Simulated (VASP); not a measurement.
Set up this calculation in VASP 6.6.1, as the native input.

* Task: single point
* Functional: PBE
* Potentials or basis: VASP PAW PBE potentials, release 64 (As)
* Cutoff: 520 eV
* k mesh: 14 × 14 × 14
* Occupations: gaussian, width 0.05 eV
* Spin: non-collinear spin, zero start, spin-orbit coupling
* Starting moments: [[0.0, 0.0, 0.0], [0.0, 0.0, 0.0]] μB
* Dipole correction: no
* Further INCAR settings: ALGO = Normal; EDIFF = 1e-06; NBANDS = 22

The structure of As lies in POSCAR:

```
As
1.0
    1.9063230751      1.1006161406      3.5713500791
   -1.9063230751      1.1006161406      3.5713500791
    0.0000000000     -2.2012322811      3.5713500791
As
2
Direct
    0.2267564750      0.2267564750      0.2267564750
    0.7732435250      0.7732435250      0.7732435250
```

One way to write it, as run:

INCAR

```
PREC = Accurate
ENCUT = 520
EDIFF = 1E-6
ISMEAR = 0
SIGMA = 0.05
LREAL = False
LASPH = True
NELM = 150
ALGO = Normal
ISIF = 2
LWAVE = False
LCHARG = False
MAGMOM = 0 0 0 0 0 0
LORBIT = 11
LSORBIT = True
GGA_COMPAT = False
LORBMOM = True
GGA = PE
NBANDS = 22
```

KPOINTS

```
regular mesh
0
Gamma
  14 14 14
```

Potentials or basis: VASP PAW PBE potentials, release 64 (As).

Launch:

```bash
$ cat potpaw_PBE.64/As/POTCAR > POTCAR
$ mpirun -np 1 vasp_ncl > vasp.out
```

Results of the run:

```yaml
Pressure: 0.4 GPa
Largest_force: 0.042 eV/Å
Net_moment: 0.00 μB per cell
Valence_electrons_inside_the_program's_atomic_spheres: As 2.68
```

It took 7.8 min on 1 thread of Oxide Virtual Turin-like Processor, with other jobs on the host, peak memory 0.53 GiB.
